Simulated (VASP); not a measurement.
# CoSi (WC type) (P-6m2) in VASP: a series of runs

The runs below take CoSi (WC type) through single point, with PBE.

Everything below comes from runs of VASP 6.6.1. Logs are shortened: lines on timing, memory, paths and dates and some standing lists are left out, and cuts for length are marked.

### 1 The cell of the first run

Symmetry: P-6m2, No. 187, hexagonal system. The conventional cell has a = 3.063 Å, b = 3.063 Å, c = 2.461 Å, α = 90.00°, β = 90.00°, γ = 120.00°. Co (site symmetry -6m2) has 6 Si at 2.15 Å and 2 Co at 2.46 Å within 2.9 Å. Si (site symmetry -6m2) has 6 Co at 2.15 Å and 2 Si at 2.46 Å within 2.9 Å.

### 2 Single point, PBE (volume scaled by 0.8)

Input file INCAR:

```
SYSTEM = CoSi
ALGO = Normal
EDIFF = 1E-6
ENCUT = 600
GGA = PE
GGA_COMPAT = .FALSE.
ISIF = 2
ISMEAR = -1
LASPH = .TRUE.
LCHARG = .FALSE.
LREAL = .FALSE.
LWAVE = .FALSE.
NBANDS = 14
NELM = 120
PREC = Accurate
SIGMA = 0.05
```

Input file KPOINTS:

```
k-points
0
G
  16 16 14
  0 0 0
```

Input file POSCAR:

```
CoSi
1.0
    3.0627698098      0.0000000000      0.0000000000
   -1.5313849049      2.6524364612      0.0000000000
    0.0000000000      0.0000000000      2.4608541612
Co Si
1 1
Direct
    0.0000000000      0.0000000000      0.0000000000
    0.3333333333      0.6666666667      0.5000000000
```

Potentials or basis: VASP PAW PBE potentials, release 64 (Co, Si).

Run with:

```sh
$ cat potpaw_PBE.64/Co/POTCAR potpaw_PBE.64/Si/POTCAR > POTCAR
$ mpirun -np 1 vasp_std > vasp.out
```

OUTCAR:

```text
SYSTEM = CoSi
   EDIFF = 1E-6
   ENCUT = 600
   GGA = PE
   ISIF = 2
   ISMEAR = -1
   LASPH = .TRUE.
   LREAL = .FALSE.
   NELM = 120
   PREC = Accurate

 ion  position               nearest neighbor table
   1  0.000  0.000  0.000-   2 2.15   2 2.15   2 2.15   2 2.15   2 2.15   2 2.15
   2  0.333  0.667  0.500-   1 2.15   1 2.15   1 2.15   1 2.15   1 2.15   1 2.15

  LATTYP: Found a hexagonal cell.
 ALAT       =     3.0627698098
 C/A-ratio  =     0.8034734290

  Lattice vectors:

 A1 = (   3.0627698098,   0.0000000000,   0.0000000000)
 A2 = (  -1.5313849049,   2.6524364612,   0.0000000000)
 A3 = (   0.0000000000,   0.0000000000,   2.4608541612)

Analysis of symmetry for initial positions (statically):
=====================================================================
 Subroutine PRICEL returns:
 Original cell was already a primitive cell.

 Routine SETGRP: Setting up the symmetry group for a
 hexagonal supercell.

 Subroutine GETGRP returns: Found 12 space group operations
 (whereof 12 operations were pure point group operations)
 out of a pool of 24 trial point group operations.

The static configuration has the point symmetry D_3h.

Analysis of symmetry for dynamics (positions and initial velocities):
=====================================================================
 Subroutine PRICEL returns:
 Original cell was already a primitive cell.

 Routine SETGRP: Setting up the symmetry group for a
 hexagonal supercell.

 Subroutine GETGRP returns: Found 12 space group operations
 (whereof 12 operations were pure point group operations)
 out of a pool of 24 trial point group operations.

The dynamic configuration has the point symmetry D_3h.

 Subroutine INISYM returns: Found 12 space group operations
 (whereof 12 operations are pure point group operations),
 and found     1 'primitive' translations

----------------------------------------------------------------------------------------

                                     Primitive cell

  volume of cell :      19.9915

  direct lattice vectors                    reciprocal lattice vectors
     3.062769810  0.000000000  0.000000000     0.326501847  0.188505929  0.000000000
    -1.531384905  2.652436461  0.000000000     0.000000000  0.377011859  0.000000000
     0.000000000  0.000000000  2.460854161     0.000000000  0.000000000  0.406362968

  length of vectors
     3.062769810  3.062769810  2.460854161     0.377011859  0.377011859  0.406362968

  position of ions in fractional coordinates (direct lattice)
     0.000000000  0.000000000  0.000000000
     0.333333333  0.666666667  0.500000000

  ion indices of the primitive-cell ions
   primitive index   ion index
                 1           1
                 2           2

----------------------------------------------------------------------------------------

 KPOINTS: k-points

Automatic generation of k-mesh.
 Grid dimensions read from file:
 generate k-points for:   16   16   14

 Generating k-lattice:

  Cartesian coordinates                     Fractional coordinates (reciprocal lattice)
     0.020406365  0.011781621  0.000000000     0.062500000 -0.000000000  0.000000000
     0.000000000  0.023563241  0.000000000     0.000000000  0.062500000  0.000000000
     0.000000000  0.000000000  0.029025926     0.000000000  0.000000000  0.071428571

  Length of vectors
     0.023563241  0.023563241  0.029025926

  Shift w.r.t. Gamma in fractional coordinates (k-lattice)
     0.000000000  0.000000000  0.000000000

 Subroutine IBZKPT returns following result:
 ===========================================

 Found    240 irreducible k-points:

 Following reciprocal coordinates:
            Coordinates               Weight
  0.000000  0.000000  0.000000      1.000000
  0.062500  0.000000  0.000000      6.000000
  0.125000  0.000000  0.000000      6.000000
  0.187500 -0.000000  0.000000      6.000000
  0.250000  0.000000  0.000000      6.000000
  0.312500  0.000000  0.000000      6.000000
[... 16 lines left out ...]
  0.187500  0.187500  0.000000      6.000000
  0.250000  0.187500  0.000000     12.000000
 [... further k-points ...]
   k-points           NKPTS =    240   k-points in BZ     NKDIM =    240   number of bands    NBANDS=     14
   number of dos      NEDOS =    301   number of ions     NIONS =      2
   total plane-waves  NPLWV =  11520
   dimension x,y,z NGX =    24 NGY =   24 NGZ =   20
   dimension x,y,z NGXF=    48 NGYF=   48 NGZF=   40
   ions per type =               1   1
   NGX,Y,Z   is equivalent  to a cutoff of  13.03, 13.03, 13.51 a.u.
   NGXF,Y,Z  is equivalent  to a cutoff of  26.05, 26.05, 27.02 a.u.
 SYSTEM =  CoSi
   PREC   = accura    normal or accurate (medium, high low for compatibility)
   ISTART =      0    job   : 0-new  1-cont  2-samecut
   ICHARG =      2    charge: 1-file 2-atom 10-const
   ISPIN  =      1    spin polarized calculation?
   LNONCOLLINEAR =      F non collinear calculations
   LSORBIT =      F    spin-orbit coupling
   LASPH  =      T    aspherical Exc in radial PAW
   ENCUT  =  600.0 eV  44.10 Ry    6.64 a.u.   6.12  6.12  4.91*2*pi/ulx,y,z
   NELM   =    120;   NELMIN=  2; NELMDL= -5     # of ELM steps
   EDIFF  = 0.1E-05   stopping-criterion for ELM
   LREAL  =      F    real-space projection
   EDIFFG = 0.1E-04   stopping-criterion for IOM
   NSW    =      0    number of steps for IOM
   IBRION =     -1    ionic relax: 0-MD 1-quasi-New 2-CG
   NFREE  =      0    steps in history (QN), initial steepest desc. (CG)
   ISIF   =      2    stress and relaxation
   ISYM   =      2    0-nonsym 1-usesym 2-fastsym
   POTIM  = 0.5000    time-step for ionic-motion
   TEBEG  =    0.0;   TEEND  =   0.0 temperature during run
   PSTRESS=    0.0 pullay stress
   NELECT =      13.0000    total number of electrons
   NUPDOWN=      -1.0000    fix difference up-down
   EMIN   =  10.00;   EMAX   =-10.00  energy-range for DOS
   EFERMI =   0.00;   METHOD = LEGACY
   ISMEAR =    -1;   SIGMA  =   0.05  broadening in eV -4-tet -1-fermi 0-gaus
   EFERMI_NEDOS =   21; number of points for ismear=-14 and -15
   IALGO  =     38    algorithm
   IMIX   =      4    mixing-type and parameters
     AMIX     =   0.40;   BMIX     =  1.00
     AMIX_MAG =   1.60;   BMIX_MAG =  1.00
  volume/ion in A,a.u.               =      10.00        67.45
  Fermi-wavevector in a.u.,A,eV,Ry     =   1.418320  2.680236 27.369907  2.011631
  Thomas-Fermi vector in A             =   2.539458
   LORBIT       =      0    0 simple, 1 ext, 2 COOP (PROOUT), +10 PAW based schemes
   GGA     = PE    functional components
   LHFCALC =     F    Hartree Fock is set to
   AEXX    =    0.0000 exact exchange contribution
   IVDW    =     0    specifies the selected vdW correction
   LEPSILON=     F    determine dielectric tensor
   LRPA    =     F    only Hartree local field effects (RPA)
 non-spin polarized calculation
  energy-cutoff  :      600.00
  volume of cell :       19.99
 maximum number of plane-waves:       684
   NGX = 13   NGY = 13   NGZ =  9

 number of electron      12.9999998 magnetization

 Free energy of the ion-electron system (eV)
  ---------------------------------------------------
  ext. energy  EPLUGINS =         0.00000000
  ---------------------------------------------------
  free energy    TOTEN  =       -12.46420960 eV

  energy without entropy =      -12.45701462  energy(sigma->0) =      -12.46061211

 E-fermi :  13.3822     XC(G=0): -13.1648

 val. band max:       13.3782638928   @ k =   0.3750  -0.0000   0.5000
 cond. band min:      13.4090271179   @ k =   0.3125   0.1250   0.5000
 fundamental gap:      0.0307632251
 Fermi energy:        13.3822482174

 k-point     1 :       0.0000    0.0000    0.0000
  band No.  band energies     occupation
      1      -0.8514      2.00000
      2       8.9118      2.00000
      3       9.5548      2.00000
      4       9.5548      2.00000
      5      11.9787      2.00000
      6      11.9787      2.00000
      7      18.6663      0.00000
      8      18.6663      0.00000
      9      20.2497      0.00000
     10      21.3354      0.00000
     11      22.0046      0.00000
     12      22.0046      0.00000
     13      27.7177      0.00000
     14      31.3079      0.00000

 k-point     2 :       0.0625    0.0000    0.0000
  band No.  band energies     occupation
      1      -0.7708      2.00000
      2       8.8634      2.00000
      3       9.5175      2.00000
      4       9.5984      2.00000
      5      11.9494      2.00000
      6      11.9725      2.00000
      7      18.0702      0.00000
      8      18.3165      0.00000
      9      20.1916      0.00000
     10      21.4414      0.00000
     11      22.4390      0.00000
     12      22.5416      0.00000
     13      27.9291      0.00000
     14      31.5785      0.00000

 k-point     3 :       0.1250    0.0000    0.0000
  band No.  band energies     occupation
      1      -0.5310      2.00000
      2       8.6864      2.00000
      3       9.4422      2.00000
      4       9.7278      2.00000
      5      11.8680      2.00000
      6      11.9548      2.00000
      7      16.8164      0.00000
      8      17.5648      0.00000
      9      20.1992      0.00000
     10      21.7510      0.00000
     11      23.4439      0.00000
     12      23.4486      0.00000
     13      28.5107      0.00000
     14      32.4210      0.00000
[... 324 lines left out ...]
 k-point    23 :       0.1875    0.1875    0.0000
  band No.  band energies     occupation
      1       1.1933      2.00000
      2       7.2935      2.00000
      3       9.0470      2.00000
      4      10.5680      2.00000
      5      11.5128      2.00000
      6      11.8122      2.00000
      7      13.1682      1.97273
      8      14.3324      0.00000
      9      22.3766      0.00000
     10      23.7870      0.00000
     11      24.2542      0.00000
     12      27.0044      0.00000
     13      31.1290      0.00000
     14      32.4327      0.00000

 k-point    24 :       0.2500    0.1875    0.0000
  band No.  band energies     occupation
      1       1.8581      2.00000
      2       6.8124      2.00000
      3       8.7583      2.00000
      4      10.8598      2.00000
      5      11.4455      2.00000
      6      11.7609      2.00000
      7      12.4742      2.00000
      8      13.7792      0.00071
      9      22.7949      0.00000
     10      24.5064      0.00000
     11      24.8041      0.00000
     12      27.5616      0.00000
     13      30.4342      0.00000
     14      33.1599      0.00000

 [... further k-points ...]
[... 5 lines left out ...]
  --------------------------------------------------------------------------------------
  -------------------------------------------------------------------------------------
  Total        7.7722599      7.7722599      7.7957499      0.0000000      0.0000000      0.0000000
  in kB      622.8918886    622.8918886    624.7744428      0.0000000      0.0000000      0.0000000
  external PRESSURE =     623.5194067 kB  Pullay stress =       0.0000000 kB

 VOLUME and BASIS-vectors are now :
 -----------------------------------------------------------------------------
  energy-cutoff  :      600.00
  volume of cell :       19.99
      direct lattice vectors                 reciprocal lattice vectors
     3.062769810  0.000000000  0.000000000     0.326501847  0.188505929  0.000000000
    -1.531384905  2.652436461  0.000000000     0.000000000  0.377011859  0.000000000
     0.000000000  0.000000000  2.460854161     0.000000000  0.000000000  0.406362968

 POSITION                                       TOTAL-FORCE (eV/Angst)
 -----------------------------------------------------------------------------------
      0.00000      0.00000      0.00000         0.000000     -0.000000      0.000000
     -0.00000      1.76829      1.23043        -0.000000      0.000000      0.000000
 -----------------------------------------------------------------------------------
    total drift:                                0.000000     -0.000000      0.000000

  FREE ENERGIE OF THE ION-ELECTRON SYSTEM (eV)
  ---------------------------------------------------
  free  energy   TOTEN  =       -12.4642095986 eV

  energy  without entropy=      -12.4570146210  energy(sigma->0) =      -12.46061211
```

Run time: 40 s. Hardware: 1 thread of Intel Xeon 6975P-C (Granite Rapids), shared host; peak memory 0.2 GiB.

What came out:

- Free energy: -12.4642 eV
- Pressure: 62.4 GPa

Stress tensor (GPa, compression positive):
```
62.29  0.00  0.00
 0.00 62.29  0.00
 0.00  0.00 62.48
```

Caveat: the cell differs from its parent crystal (volume scaled by 0.8). Spin polarisation is off, so any magnetic state and its effect on volume and gap are missing.

### 3 Single point, PBE

This run uses another cell than the first one, of 11.00 Å³/atom, 1.100 times its volume.

Input file INCAR:

```
SYSTEM = CoSi
  PREC = Accurate
  ENCUT = 600
  EDIFF = 1E-6
  ISMEAR = -1
  SIGMA = 0.05
  LREAL = .False.
  LASPH = .True.
  NELM = 120
  ALGO = Normal
  ISIF = 2
  LWAVE = .False.
  LCHARG = .True.
  GGA = PE
  LELF = .True.
  LVHAR = .True.
  NBANDS = 14
  GGA_COMPAT = .False.
```

Input file KPOINTS:

```
regular mesh
0
Gamma
  16 16 14
  0 0 0
```

Input file POSCAR:

```
CoSi
1.0
    3.1904870984      0.0000000000      0.0000000000
   -1.5952435492      2.7630428776      0.0000000000
    0.0000000000      0.0000000000      2.4945561925
Co Si
1 1
Direct
    0.0000000000      0.0000000000      0.0000000000
    0.3333333333      0.6666666667      0.5000000000
```

Potentials or basis: VASP PAW PBE potentials, release 64 (Co, Si).

Run with:

```sh
$ cat potpaw_PBE.64/Co/POTCAR potpaw_PBE.64/Si/POTCAR > POTCAR
$ mpirun -np 1 vasp_std > vasp.out
```

It took 68 s on 1 thread of Intel Xeon 6975P-C (Granite Rapids), shared host; peak memory 0.21 GiB.

The run converged. Its results:

```yaml
Free_energy: -13.0196 eV
Pressure: 29.1 GPa
```

Stress tensor (GPa, compression positive):
```
28.97  0.00  0.00
 0.00 28.97  0.00
 0.00  0.00 29.26
```

Levels at points of the mesh, in eV from the Fermi level:
| k point | band 4 | band 5 | band 6 | band 7 | band 8 | band 9 |
| --- | --- | --- | --- | --- | --- | --- |
| (0.00, 0.00, 0.00) | -3.46 | -1.12 | -1.12 | 4.64 | 4.64 | 6.53 |
| (0.50, 0.00, 0.00) | -1.88 | -1.64 | -1.24 | -1.10 | 0.21 | 6.50 |
| (0.00, 0.00, 0.50) | -3.25 | -2.38 | -2.38 | 0.77 | 7.18 | 7.18 |
| (0.50, 0.00, 0.50) | -3.25 | -1.60 | -1.29 | -0.69 | 3.12 | 3.14 |

Spin polarisation is off, so any magnetic state and its effect on volume and gap are missing.

### 4 Single point, PBE

This run uses another cell than the first one, of 11.75 Å³/atom, 1.175 times its volume.

Input file INCAR:

```
PREC = Accurate ; ENCUT = 600
EDIFF = 1E-6 ; ISMEAR = -1
SIGMA = 0.05 ; LREAL = F
LASPH = T ; NELM = 120
ALGO = Normal ; ISIF = 2
LWAVE = F ; LCHARG = T
GGA = PE ; LELF = T
LVHAR = T ; NBANDS = 14
GGA_COMPAT = F
```

Input file KPOINTS:

```
regular mesh
0
Gamma
  16 16 14
```

Input file POSCAR:

```
CoSi
1.0
    3.2798285676      0.0000000000      0.0000000000
   -1.6399142838      2.8404148596      0.0000000000
    0.0000000000      0.0000000000      2.5214488919
Co Si
1 1
Direct
    0.0000000000      0.0000000000      0.0000000000
    0.3333333333      0.6666666667      0.5000000000
```

Run with:

```sh
$ cat potpaw_PBE.64/Co/POTCAR potpaw_PBE.64/Si/POTCAR > POTCAR
$ mpirun -np 1 vasp_std > vasp.out
```

It took 66 s on 1 thread of Intel Xeon 6975P-C (Granite Rapids), shared host; peak memory 0.22 GiB.

It converged, with:

```
Free energy : -13.2084 eV
Pressure    : 12.1 GPa
```

Stress tensor (GPa, compression positive):
```
12.06  0.00  0.00
 0.00 12.06  0.00
 0.00  0.00 12.31
```

Levels at points of the mesh, in eV from the Fermi level:
```csv
k point,band 2,band 3,band 4,band 5,band 6,band 7,band 8,band 9,band 10,band 11
"(0.00, 0.00, 0.00)",-3.49,-3.22,-3.22,-0.95,-0.95,4.24,4.24,6.27,7.68,7.68
"(0.50, 0.00, 0.00)",-6.99,-3.41,-1.81,-1.39,-1.07,-1.05,0.13,6.13,11.15,11.94
"(0.00, 0.00, 0.50)",-7.30,-2.99,-2.99,-2.12,-2.12,0.80,6.76,6.76,11.04,11.04
"(0.50, 0.00, 0.50)",-5.42,-3.56,-2.99,-1.37,-1.17,-0.62,2.82,3.06,6.72,7.10
```

Spin polarisation is off, so any magnetic state and its effect on volume and gap are missing.

### 5 Single point, PBE

This run uses another cell than the first one, of 12.49 Å³/atom, 1.250 times its volume.

Input file INCAR:

```
ALGO = Normal ; EDIFF = 1E-6
ENCUT = 600 ; GGA = PE
GGA_COMPAT = False ; ISIF = 2
ISMEAR = -1 ; LASPH = True
LCHARG = False ; LREAL = False
LWAVE = False ; NBANDS = 14
NELM = 120 ; PREC = Accurate
SIGMA = 0.05
```

Input file KPOINTS:

```
k-points
0
Gamma
  16 16 14
```

Input file POSCAR:

```
CoSi
1.0
    3.3652478357      0.0000000000      0.0000000000
   -1.6826239178      2.9143901157      0.0000000000
    0.0000000000      0.0000000000      2.5479476309
Co Si
1 1
Direct
    0.0000000000      0.0000000000      0.0000000000
    0.3333333333      0.6666666667      0.5000000000
```

Run with:

```sh
$ cat potpaw_PBE.64/Co/POTCAR potpaw_PBE.64/Si/POTCAR > POTCAR
$ mpirun -np 1 vasp_std > vasp.out
```

Run time: 68 s. Hardware: 1 thread of Intel Xeon 6975P-C (Granite Rapids), shared host; peak memory 0.23 GiB.

It converged, with:

```
Free energy : -13.2619 eV
Pressure    : -0.1 GPa
```

Stress tensor (GPa, compression positive):
```
-0.14  0.00  0.00
 0.00 -0.14  0.00
 0.00  0.00  0.03
```

Levels at points of the mesh, in eV from the Fermi level:
```
           k point  band 2  band 3  band 4  band 5  band 6  band 7  band 8  band 9  band 10  band 11
(0.00, 0.00, 0.00)   -3.18   -3.02   -3.02   -0.82   -0.82    3.89    3.89    5.99     7.36     7.36
(0.50, 0.00, 0.00)   -6.63   -3.10   -1.75   -1.19   -1.03   -0.90    0.08    5.78    10.80    11.76
(0.00, 0.00, 0.50)   -6.90   -2.77   -2.77   -1.91   -1.91    0.81    6.39    6.39    10.54    10.54
(0.50, 0.00, 0.50)   -5.14   -3.29   -2.76   -1.17   -1.06   -0.56    2.53    3.01     6.54     6.68
```

Spin polarisation is off, so any magnetic state and its effect on volume and gap are missing.

### 6 Summary

```tsv
cell	gap on the mesh (eV)	pressure (GPa)
a = 3.063, b = 3.063, c = 2.461 Å, angles 90.0, 90.0, 120.0°, 2 atoms	none	62.4
a = 3.190, b = 3.190, c = 2.495 Å, angles 90.0, 90.0, 120.0°, 2 atoms	none	29.1
a = 3.280, b = 3.280, c = 2.521 Å, angles 90.0, 90.0, 120.0°, 2 atoms	none	12.1
a = 3.365, b = 3.365, c = 2.548 Å, angles 90.0, 90.0, 120.0°, 2 atoms	none	-0.1
```

Alike in all rows: task single point; level PBE; potentials or basis VASP PAW PBE potentials, release 64 (Co, Si); no spin polarisation; k mesh 16 × 16 × 14; cutoff (eV) 600; smearing fermi-dirac 0.05 eV.

Total energies depend on the potentials used, so only differences within one code and one set of settings carry meaning.
